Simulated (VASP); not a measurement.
Set up this calculation in VASP 6.6.1, as the native input.

```
Task                   : single point
Functional             : PBEsol
Potentials or basis    : VASP PAW PBE potentials, release 64 (Cu_sv_GW, O)
Cutoff                 : 820 eV
k mesh                 : 7 × 7 × 7
Occupations            : fermi-dirac, width 0.05 eV
Spin                   : no spin polarisation
Dipole correction      : no
Further INCAR settings : ALGO = Normal; EDIFF = 1e-06; NBANDS = 46
```

The structure of CuO lies in POSCAR:

```
CuO
1.0
    4.1091842596      0.0000000000      0.0000000000
    0.0000000000      4.1091842596      0.0000000000
    0.0000000000      0.0000000000      3.8406322859
Cu O
3 3
Direct
    0.5000000000      0.0000000000      0.5000000000
    0.0000000000      0.5000000000      0.5000000000
    0.0000000000      0.0000000000      0.0000000000
    0.0000000000      0.0000000000      0.5000000000
    0.5000000000      0.0000000000      0.0000000000
    0.0000000000      0.5000000000      0.0000000000
```

These files were run (other wordings do the same):

INCAR

```
SYSTEM = CuO
  ALGO = Normal
  EDIFF = 1E-6
  ENCUT = 820
  GGA = PS
  GGA_COMPAT = .False.
  ISIF = 2
  ISMEAR = -1
  LASPH = .True.
  LCHARG = .False.
  LREAL = .False.
  LWAVE = .False.
  NBANDS = 46
  NELM = 120
  PREC = Accurate
  SIGMA = 0.05
```

KPOINTS

```
k-points
0
Gamma
  7 7 7
  0 0 0
```

Potentials or basis: VASP PAW PBE potentials, release 64 (Cu_sv_GW, O).

Launch:

```console
$ cat potpaw_PBE.64/Cu_sv_GW/POTCAR potpaw_PBE.64/O/POTCAR > POTCAR
$ mpirun -np 1 vasp_std > vasp.out
```

It gave:

| Property | Result |
| --- | --- |
| Pressure | -0.7 GPa |
| Band gap on the k mesh | zero (an odd number of electrons rules out a gap without spin polarisation) |

Caveat: the PAW data sets were made with another functional, which shifts forces and pressure a little; an odd number of electrons without spin polarisation forces a metal; a magnetic or distorted state may lie lower; semilocal functionals often make such compounds metallic where correlation or magnetic order opens a gap, which also shifts bond lengths.

Run time: 2.5 min on 1 thread of Intel(R) Xeon(R) Platinum 8559C (Emerald Rapids), on a shared host, peak memory 0.37 GiB.
